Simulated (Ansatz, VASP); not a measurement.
# Be in VASP and in Ansatz

```
CELL_PARAMETERS angstrom
2.26409 0.00000 0.00000
-1.13205 1.96076 0.00000
0.00000 0.00000 3.56340
ATOMIC_POSITIONS crystal
Be 0.33333 0.66667 0.25000
Be 0.66667 0.33333 0.75000
```

Alike in both runs: functional r2SCAN; k mesh 24 × 24 × 12; occupations gaussian, width 0.1 eV; no spin polarisation.

Ansatz relaxed the structure, and its values are those at the end. VASP's run is a single point on that final structure, the one shown.

```csv
,VASP,Ansatz
version,VASP 6.6.1,Ansatz 0.2.0
potentials or method,"VASP PAW PBE potentials, release 64 (Be), cutoff 520 eV","scalar-relativistic, plane waves, PAW"
valence electrons in the cell,4,4
```

VASP gave:

* gap on the k mesh at the Fermi level (eV): none
* pressure (GPa): 0.2

**Question.** Estimate Ansatz's values.

**Answer.** gap on the k mesh at the Fermi level (eV): none; pressure (GPa): 0.0.

VASP's potentials were made for PBE, not for r2SCAN. A gap of «none» marks a metal or a gap that the smearing closes.
